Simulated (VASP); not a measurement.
# Al (P-1) in VASP: single point with PBEsol

Aim: the single point of Al with PBEsol.

All numbers are computed with VASP 6.6.1; they aren't measurements. Logs are shortened: lines on timing, memory, paths and dates and some standing lists are left out, and cuts for length are marked.

## 1. The cell of the first run

The typed cell holds 1 atom: a = 2.785 Å, b = 2.848 Å, c = 2.845 Å, α = 94.84°, β = 117.53°, γ = 118.25°.

## 2. Single point, PBEsol, non-collinear spin, typed start (the cell strained at random)

The input, INCAR:

```
SYSTEM = Al
PREC     = Accurate       ! precision mode
ENCUT    = 520            ! plane-wave cutoff, eV
EDIFF    = 1E-7           ! SCF threshold, eV
ISMEAR   = 0              ! smearing method
SIGMA    = 0.05           ! smearing width, eV
LREAL    = .FALSE.        ! projectors in reciprocal space
LASPH    = .TRUE.         ! aspherical terms in the spheres
NELM     = 150            ! most SCF steps
ALGO     = Normal         ! electronic algorithm
ISIF     = 2              ! what is computed and relaxed
LWAVE    = .FALSE.        ! write WAVECAR
LCHARG   = .FALSE.        ! write CHGCAR
LNONCOLLINEAR= .TRUE.         ! non-collinear magnetism
MAGMOM   = 0 0 0.5        ! initial moments
LORBIT   = 11             ! projections on sites
GGA      = PS             ! functional
NBANDS   = 14             ! bands
```

The input, KPOINTS:

```
regular mesh
0
G
  9 9 9
  0 0 0
```

The input, POSCAR:

```
Al
1.0
   -1.9222134586      1.4334422049      1.4165891257
    1.9257425404     -1.4929814645      1.4737640720
    1.9258221610      1.4856044979     -1.4756618273
Al
1
Direct
    0.0394760000     -0.0238280000      0.0651460000
```

Potentials or basis: VASP PAW PBE potentials, release 64 (Al).

Run with:

```sh
$ cat potpaw_PBE.64/Al/POTCAR > POTCAR
$ mpirun -np 1 vasp_ncl > vasp.out
```

OUTCAR:

```text
SYSTEM = Al
   PREC = Accurate
   ENCUT = 520
   EDIFF = 1E-7
   ISMEAR = 0
   LREAL = .FALSE.
   LASPH = .TRUE.
   NELM = 150
   ISIF = 2
   LNONCOLLINEAR = .TRUE.
   LORBIT = 11
   GGA = PS

 ion  position               nearest neighbor table
   1  0.039  0.976  0.065-

  LATTYP: Found a triclinic cell.
 ALAT       =     2.7852127307
 B/A-ratio  =     1.3828646520
 C/A-ratio  =     1.0379704532
 COS(alpha) =     0.0007675524
 COS(beta)  =     0.4981220146
 COS(gamma) =     0.6914800572

  Lattice vectors:

 A1 = (  -1.9293512428,  -1.4260652383,  -1.4146913704)
 A2 = (  -3.8515647014,   0.0073769666,   0.0018977553)
 A3 = (  -0.0035290818,   0.0595392596,  -2.8903531977)

Analysis of symmetry for initial positions (statically):
=====================================================================
 Subroutine PRICEL returns:
 Original cell was already a primitive cell.

 Routine SETGRP: Setting up the symmetry group for a
 triclinic supercell.

 Subroutine GETGRP returns: Found  2 space group operations
 (whereof  1 operations were pure point group operations)
 out of a pool of  2 trial point group operations.

The static configuration has the point symmetry C_1 .
 The point group associated with its full space group is S_2 .

Analysis of symmetry for dynamics (positions and initial velocities):
=====================================================================
 Subroutine PRICEL returns:
 Original cell was already a primitive cell.

 Routine SETGRP: Setting up the symmetry group for a
 triclinic supercell.

 Subroutine GETGRP returns: Found  2 space group operations
 (whereof  1 operations were pure point group operations)
 out of a pool of  2 trial point group operations.

The dynamic configuration has the point symmetry C_1 .
 The point group associated with its full space group is S_2 .

Analysis of structural, dynamic, and magnetic symmetry:
=====================================================================
 Subroutine PRICEL returns:
 Original cell was already a primitive cell.

 Routine SETGRP: Setting up the symmetry group for a
 triclinic supercell.

 Subroutine GETGRP returns: Found  2 space group operations
 (whereof  1 operations were pure point group operations)
 out of a pool of  2 trial point group operations.

The overall configuration has the point symmetry C_1 .
 The point group associated with its full space group is S_2 .

 Subroutine INISYM returns: Found  2 space group operations
 (whereof  1 operations are pure point group operations),
 and found     1 'primitive' translations

----------------------------------------------------------------------------------------

                                     Primitive cell

  volume of cell :      16.2412

  direct lattice vectors                    reciprocal lattice vectors
    -1.922213459  1.433442205  1.416589126     0.000843853  0.349723881  0.353181516
     1.925742540 -1.492981464  1.473764072     0.259817911  0.006676722  0.345798780
     1.925822161  1.485604498 -1.475661827     0.260293848  0.342392105  0.006735223

  length of vectors
     2.785028884  2.847711103  2.844888319     0.497035902  0.432581462  0.430151838

  position of ions in fractional coordinates (direct lattice)
     0.039476000  0.976172000  0.065146000

  ion indices of the primitive-cell ions
   primitive index   ion index
                 1           1

----------------------------------------------------------------------------------------

 KPOINTS: regular mesh

Automatic generation of k-mesh.
 Grid dimensions read from file:
 generate k-points for:    9    9    9

 Generating k-lattice:

  Cartesian coordinates                     Fractional coordinates (reciprocal lattice)
     0.000093761  0.038858209  0.039242391     0.111111111  0.000000000 -0.000000000
     0.028868657  0.000741858  0.038422087    -0.000000000  0.111111111  0.000000000
     0.028921539  0.038043567  0.000748358     0.000000000 -0.000000000  0.111111111

  Length of vectors
     0.055226211  0.048064607  0.047794649

  Shift w.r.t. Gamma in fractional coordinates (k-lattice)
     0.000000000  0.000000000  0.000000000

 Subroutine IBZKPT returns following result:
 ===========================================

 Found    365 irreducible k-points:

 Following reciprocal coordinates:
            Coordinates               Weight
  0.000000  0.000000  0.000000      1.000000
  0.111111  0.000000 -0.000000      2.000000
  0.222222 -0.000000  0.000000      2.000000
  0.333333  0.000000 -0.000000      2.000000
  0.444444 -0.000000  0.000000      2.000000
  0.000000  0.111111 -0.000000      2.000000
[... 16 lines left out ...]
 -0.111111  0.222222 -0.000000      2.000000
 -0.000000  0.333333  0.000000      2.000000
 [... further k-points ...]
   k-points           NKPTS =    365   k-points in BZ     NKDIM =    365   number of bands    NBANDS=     14
   number of dos      NEDOS =    301   number of ions     NIONS =      1
   total plane-waves  NPLWV =  13824
   dimension x,y,z NGX =    24 NGY =   24 NGZ =   24
   dimension x,y,z NGXF=    48 NGYF=   48 NGZF=   48
   ions per type =               1
   NGX,Y,Z   is equivalent  to a cutoff of  14.33, 14.01, 14.02 a.u.
   NGXF,Y,Z  is equivalent  to a cutoff of  28.65, 28.02, 28.05 a.u.
 SYSTEM =  Al
   PREC   = accura    normal or accurate (medium, high low for compatibility)
   ISTART =      0    job   : 0-new  1-cont  2-samecut
   ICHARG =      2    charge: 1-file 2-atom 10-const
   ISPIN  =      1    spin polarized calculation?
   LNONCOLLINEAR =      T non collinear calculations
   LSORBIT =      F    spin-orbit coupling
   LASPH  =      T    aspherical Exc in radial PAW
   ENCUT  =  520.0 eV  38.22 Ry    6.18 a.u.   5.18  5.29  5.29*2*pi/ulx,y,z
   NELM   =    150;   NELMIN=  2; NELMDL= -5     # of ELM steps
   EDIFF  = 0.1E-06   stopping-criterion for ELM
   LREAL  =      F    real-space projection
   EDIFFG = 0.1E-05   stopping-criterion for IOM
   NSW    =      0    number of steps for IOM
   IBRION =     -1    ionic relax: 0-MD 1-quasi-New 2-CG
   NFREE  =      0    steps in history (QN), initial steepest desc. (CG)
   ISIF   =      2    stress and relaxation
   ISYM   =      2    0-nonsym 1-usesym 2-fastsym
   POTIM  = 0.5000    time-step for ionic-motion
   TEBEG  =    0.0;   TEEND  =   0.0 temperature during run
   PSTRESS=    0.0 pullay stress
   NELECT =       3.0000    total number of electrons
   NUPDOWN=      -1.0000    fix difference up-down
   EMIN   =  10.00;   EMAX   =-10.00  energy-range for DOS
   EFERMI =   0.00;   METHOD = LEGACY
   ISMEAR =     0;   SIGMA  =   0.05  broadening in eV -4-tet -1-fermi 0-gaus
   EFERMI_NEDOS =   21; number of points for ismear=-14 and -15
   IALGO  =     38    algorithm
   IMIX   =      4    mixing-type and parameters
     AMIX     =   0.40;   BMIX     =  1.00
     AMIX_MAG =   1.60;   BMIX_MAG =  1.00
  volume/ion in A,a.u.               =      16.24       109.60
  Fermi-wavevector in a.u.,A,eV,Ry     =   0.932342  1.761872 11.827033  0.869262
  Thomas-Fermi vector in A             =   2.058930
   LORBIT       =     11    0 simple, 1 ext, 2 COOP (PROOUT), +10 PAW based schemes
   GGA     = PS    functional components
   LHFCALC =     F    Hartree Fock is set to
   AEXX    =    0.0000 exact exchange contribution
   IVDW    =     0    specifies the selected vdW correction
   LEPSILON=     F    determine dielectric tensor
   LRPA    =     F    only Hartree local field effects (RPA)
 Gauss-broadening in eV      SIGMA  =   0.05
  energy-cutoff  :      520.00
  volume of cell :       16.24
 maximum number of plane-waves:       894
 NGX is ok and might be reduce to    24
   NGX = 11   NGY = 11   NGZ = 11

 number of electron       3.0000000 magnetization      -0.0000025     -0.0000001     -0.0019401

 number of electron       3.0000000 magnetization       0.0000032      0.0000002      0.0031157

 number of electron       3.0000000 magnetization      -0.0000002      0.0000000      0.0004594

 number of electron       3.0000000 magnetization      -0.0000001     -0.0000000      0.0000080

 Free energy of the ion-electron system (eV)
  ---------------------------------------------------
  ext. energy  EPLUGINS =         0.00000000
  ---------------------------------------------------
  free energy    TOTEN  =        -4.06904249 eV

  energy without entropy =       -4.06871134  energy(sigma->0) =       -4.06887691

 E-fermi :   8.1169     XC(G=0): -10.3147

 val. band max:        8.1153217933   @ k =  -0.4444  -0.2222   0.1111
 cond. band min:       8.1347588927   @ k =   0.4444  -0.1111   0.2222
 fundamental gap:      0.0194370994
 Fermi energy:         8.1169119255

 k-point     1 :       0.0000    0.0000    0.0000
  band No.  band energies     occupation
      1      -3.1240      1.00000
      2      -3.1240      1.00000
      3      20.3581      0.00000
      4      20.3582      0.00000
      5      20.9172      0.00000
      6      20.9172      0.00000
      7      21.3218      0.00000
      8      21.3219      0.00000
      9      22.2941      0.00000
     10      22.2941      0.00000
     11      22.3469      0.00000
     12      22.3469      0.00000
     13      22.6770      0.00000
     14      22.6770      0.00000

 k-point     2 :       0.1111    0.0000   -0.0000
  band No.  band energies     occupation
      1      -2.6734      1.00000
      2      -2.6733      1.00000
      3      18.1330      0.00000
      4      18.1330      0.00000
      5      18.7722      0.00000
      6      18.7722      0.00000
      7      18.8445      0.00000
      8      18.8445      0.00000
      9      21.4845      0.00000
     10      21.4845      0.00000
[... 362 lines left out ...]
 k-point    24 :      -0.0000    0.3333    0.0000
  band No.  band energies     occupation
      1      -0.0805      1.00000
      2      -0.0805      1.00000
      3       8.7061      0.00000
      4       8.7062      0.00000
      5      18.2125      0.00000
      6      18.2125      0.00000
      7      19.5201      0.00000
      8      19.5201      0.00000
      9      20.2467      0.00000
     10      20.2467      0.00000
     11      22.3372      0.00000
     12      22.3372      0.00000
     13      22.8115      0.00000
     14      22.8115      0.00000

 [... further k-points ...]
[... 5 lines left out ...]
  --------------------------------------------------------------------------------------
  -------------------------------------------------------------------------------------
  Total        0.0043743      0.0052838      0.0073274     -0.0001171      0.0026820     -0.0005721
  in kB        0.4315183      0.5212353      0.7228419     -0.0115551      0.2645793     -0.0564347
  external PRESSURE =       0.5585318 kB  Pullay stress =       0.0000000 kB

 VOLUME and BASIS-vectors are now :
 -----------------------------------------------------------------------------
  energy-cutoff  :      520.00
  volume of cell :       16.24
      direct lattice vectors                 reciprocal lattice vectors
    -1.922213459  1.433442205  1.416589126     0.000843853  0.349723881  0.353181516
     1.925742540 -1.492981464  1.473764072     0.259817911  0.006676722  0.345798780
     1.925822161  1.485604498 -1.475661827     0.260293848  0.342392105  0.006735223

 POSITION                                       TOTAL-FORCE (eV/Angst)
 -----------------------------------------------------------------------------------
      1.92943     -1.30404      1.39844         0.000000      0.000000      0.000000
 -----------------------------------------------------------------------------------
    total drift:                                0.000000     -0.000000     -0.000000

  FREE ENERGIE OF THE ION-ELECTRON SYSTEM (eV)
  ---------------------------------------------------
  free  energy   TOTEN  =        -4.0690424881 eV

  energy  without entropy=       -4.0687113359  energy(sigma->0) =       -4.06887691

 total charge

# of ion       s       p       d       tot
------------------------------------------
    1        0.429   0.345   0.000   0.775

 magnetization (x)

# of ion       s       p       d       tot
------------------------------------------
    1       -0.000  -0.000   0.000  -0.000

 magnetization (y)

# of ion       s       p       d       tot
------------------------------------------
    1        0.000  -0.000   0.000  -0.000

 magnetization (z)

# of ion       s       p       d       tot
------------------------------------------
    1        0.000  -0.000   0.000   0.000
```

Run time: 2.5 min. Hardware: 1 thread of Intel Xeon 6975P-C, shared host; peak memory 0.26 GiB.

What came out:

```
Free energy                                           : -4.0690 eV
Pressure                                              : 0.1 GPa
Band gap on the k mesh                                : zero (band 3 reaches 20.36 eV, above the bottom of band 4 at 4.18 eV)
Net moment                                            : 0.00 μB per cell
Valence electrons inside the program's atomic spheres : Al 0.78
```

Levels at points of the mesh, in eV from the Fermi level:
| k point | band 1 | band 2 | band 3 | band 4 | band 5 | band 6 |
| --- | --- | --- | --- | --- | --- | --- |
| (0.00, 0.00, 0.00) | -11.24 | -11.24 | 12.24 | 12.24 | 12.80 | 12.80 |

Moments on the atoms (μB; x, y, z):
```
Al  0.00 0.00 0.00
```

Caveat: the cell differs from its parent crystal (the cell strained at random); the PAW data sets were made with another functional, which shifts forces and pressure a little.
